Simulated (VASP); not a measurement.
Input of a VASP 6.6.1 run:

File INCAR:

```
SYSTEM = Cd2As
  PREC = Accurate
  ENCUT = 600
  EDIFF = 1E-6
  ISMEAR = 0
  SIGMA = 0.1
  LREAL = .FALSE.
  LASPH = .TRUE.
  NELM = 80
  ALGO = Fast
  ISIF = 3
  LWAVE = .FALSE.
  LCHARG = .FALSE.
  GGA = PE
  IBRION = 2
  NSW = 90
  EDIFFG = -0.04
```

The input KPOINTS:

```
regular mesh
0
G
  6 6 6
  0 0 0
```

The input POSCAR:

```
Cd2As
1.0
    4.8715708404      0.0000000000      0.0000000000
   -2.4357854202      4.2189041041      0.0000000000
    0.0000000000      0.0000000000      3.2759137910
Cd As
2 1
Direct
    0.3333333333      0.6666666667      0.5000000000
    0.6666666667      0.3333333333      0.5000000000
    0.0000000000      0.0000000000      0.0000000000
```

Potentials or basis: VASP PAW PBE potentials, release 64 (Cd, As).

Command:

```console
$ cat potpaw_PBE.64/Cd/POTCAR potpaw_PBE.64/As/POTCAR > POTCAR
$ mpirun -np 1 vasp_std > vasp.out
```

(1) Predict the band gap on the k mesh.

(2) Predict the space group after relaxing (to 0.1 Å).

(3) Estimate the relaxed cell.

(4) Estimate the relaxed volume.

Results:

(1) zero (an odd number of electrons rules out a gap without spin polarisation).

(2) P6/mmm (No. 191).

(3) a = 5.169 Å, b = 5.169 Å, c = 2.936 Å, α = 90.00°, β = 90.00°, γ = 120.00°.

(4) 22.65 Å³/atom.
